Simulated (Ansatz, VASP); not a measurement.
**GeP5: VASP beside Ansatz**

Contents of INCAR:

```
ALGO = Normal
EDIFF = 1E-6
EDIFFG = -0.04
ENCUT = 600
GGA = PE
IBRION = 2
ISIF = 3
ISMEAR = 0
LASPH = True
LCHARG = False
LREAL = False
LWAVE = False
NELM = 60
NSW = 90
PREC = Accurate
SIGMA = 0.1
```

File KPOINTS:

```
k-points
0
Gamma
  6 6 6
```

Contents of POSCAR:

```
GeP5
1.0
   -2.4504050885      2.4504050885      4.6122758295
    2.4504050885     -2.4504050885      4.6122758295
    2.4504050885      2.4504050885     -4.6122758295
Ge P
1 5
Direct
    0.0000000000      0.0000000000      0.0000000000
    0.3733207406      0.8733207406      0.5000000000
    0.8733207406      0.3733207406      0.5000000000
    0.6266792594      0.1266792594      0.5000000000
    0.1266792594      0.6266792594      0.5000000000
    0.5000000000      0.5000000000      0.0000000000
```

Input for Ansatz:

```yaml
crystal:
  lattice:
    - [-2.4504050885, 2.4504050885, 4.6122758295]
    - [2.4504050885, -2.4504050885, 4.6122758295]
    - [2.4504050885, 2.4504050885, -4.6122758295]
  atoms:
    - { symbol: Ge, position: [0.0, 0.0, 0.0] }
    - { symbol: P, position: [0.3733207406, 0.8733207406, 0.5] }
    - { symbol: P, position: [0.8733207406, 0.3733207406, 0.5] }
    - { symbol: P, position: [0.6266792594, 0.1266792594, 0.5] }
    - { symbol: P, position: [0.1266792594, 0.6266792594, 0.5] }
    - { symbol: P, position: [0.5, 0.5, 0.0] }
basis:
  ecutwfc: 420
kpoints:
  mp_grid: { grid: [6, 6, 6] }
hamiltonian:
  xc: pbe
scf:
  occupations: { method: gaussian, width: 0.1 }
  lower_state_search: "off"
output:
  forces: true
  stress: true
  eigenvalues: true
relax:
  adjacent_minimum: "off"
  f_tol: 0.04
  max_steps: 70
  cell: { stress_tol: 0.4 }
```

Alike in both runs: task relaxation of cell and atoms; functional PBE; k mesh 6 × 6 × 6; occupations gaussian, width 0.1 eV; no spin polarisation.

|  | VASP | Ansatz |
| --- | --- | --- |
| version | VASP 6.6.1 | Ansatz 0.2.0 |
| potentials or method | VASP PAW PBE potentials, release 64 (Ge_d, P), cutoff 600 eV | scalar-relativistic, plane waves, PAW |
| valence electrons in the cell | 39 | 39 |

|  | VASP | Ansatz | Ansatz less VASP |
| --- | --- | --- | --- |
| gap on the k mesh at the Fermi level, each at its own relaxed structure (eV) | none | none | - |
| relaxed volume (Å³/atom) | 18.34 | 18.35 | +0.007 |
| relaxed cell length with the largest relative difference (Å) | 5.906 | 5.910 | +0.0035 |

A gap of «none» marks a metal or a gap that the smearing closes.
